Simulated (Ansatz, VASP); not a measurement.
## Ni: VASP beside Ansatz

```
Ni
1.0
    -1.38372    1.38372    1.38372
     1.38372   -1.38372    1.38372
     1.38372    1.38372   -1.38372
Ni
1
Direct
  0.00000 0.00000 0.00000
```

Alike in both runs: task single point; functional LDA; k mesh 14 × 14 × 14; occupations fermi-dirac, width 0.1 eV; collinear spin.

```csv
,VASP,Ansatz
version,VASP 6.6.1,Ansatz 0.2.0
potentials or method,"VASP PAW LDA potentials, release 64 (Ni), cutoff 600 eV",all-electron (LAPW or listed datasets)
```

```tsv
	VASP	Ansatz	Ansatz less VASP
gap on the k mesh at the Fermi level (eV)	none	none	-
pressure (GPa)	-10.7	-10.5	+0.17
net moment per atom (μB)	0.37	0.43	+0.057
size of the moment on the site where the two differ most (μB)	0.37	0.44	+0.069
```

LDA's correlation is that of Perdew and Zunger in VASP and of Perdew and Wang (1992) in Ansatz. Site moments also hang on the region over which each program counts them. A gap of «none» marks a metal or a gap that the smearing closes. Ansatz ran all-electron here, and VASP with PAW potentials.
